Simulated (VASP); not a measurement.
Runs of VASP 6.6.1 on PrBiC. The structure is that of space group P4/mmm (No. 123), or close to it. The cells are those of the table. The cell was generated, and may not be a known phase.

```tsv
task	level	cell	k mesh	gap on the mesh (eV)	pressure (GPa)	relaxed volume (Å³/atom)
relaxation of cell and atoms	PBE	relaxed from a = 3.792, b = 3.792, c = 6.286 Å, 3 atoms	4 × 4 × 4	none	0.1	28.42
single point	PBE	a = 3.792, b = 3.792, c = 6.286 Å, 3 atoms	4 × 4 × 4	none	(b)	-
single point	PBE+D3(BJ)	a = 3.527, b = 3.527, c = 6.848 Å, 3 atoms	14 × 14 × 8	none	-1.9	-
single point	PBE	a = 3.586, b = 3.586, c = 6.648 Å, 3 atoms	4 × 4 × 4	none	-0.1	-
single point	PBE	a = 3.527, b = 3.527, c = 6.848 Å, 3 atoms	14 × 14 × 8	none	-0.1	-
relaxation of cell and atoms	PBE	relaxed from a = 3.586, b = 3.586, c = 6.648 Å, 3 atoms	6 × 6 × 4	none	0.0	(a)
single point	PBE	a = 3.519, b = 3.519, c = 6.891 Å, 3 atoms	6 × 6 × 4	none	-0.3	-
```

Alike in all rows: potentials or basis VASP PAW PBE potentials, release 64 (Pr_3, Bi_d, C), 4f in core; no spin polarisation; cutoff (eV) 600; smearing gaussian 0.1 eV.

Problem. Fill in the values left out.

Solution. (a) 28.34; (b) -3.2.

Caveats: some runs use coarse meshes; spin-orbit coupling is left out, which moves the levels of the heavy elements; the 4f electrons are frozen in the core, so they carry no moment and show no levels.

A k mesh can miss the band edges, and the runs leave out spin-orbit coupling on Bi, Pr.

A gap of «none» marks levels without a gap at the run's occupations.
